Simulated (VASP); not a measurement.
The system is BeS.

```
CELL_PARAMETERS angstrom
0.00000 2.43431 2.43431
2.37345 0.00000 2.43431
2.37345 2.43431 0.00000
ATOMIC_POSITIONS crystal
Be 0.00000 0.00000 0.00000
S 0.25000 0.25000 0.25000
```

This cell differs from its parent crystal: uniaxial x strain -2.5%.

Base run:

* Program: VASP 6.6.1
* Functional: r2SCAN
* Potentials or basis: VASP PAW PBE potentials, release 64 (Be, S)
* Cutoff: 520 eV
* k mesh: 10 × 10 × 10
* Occupations: gaussian, width 0.01 eV
* Spin: no spin polarisation

Its results: band gap on the k mesh 3.32 eV (least direct gap 6.15 eV); pressure 2.9 GPa.

**Question.** The run is repeated on the same cell with these changes: functional from r2SCAN to PBE; occupations from gaussian, width 0.01 eV to fermi-dirac, width 0.02 eV. What comes out?

**Answer.** Band gap on the k mesh 2.86 eV (least direct gap 5.56 eV); pressure 2.9 GPa.

Caveats: the PAW data sets were made with another functional, which shifts forces and pressure a little (at least some runs).

A k mesh can miss the band edges.
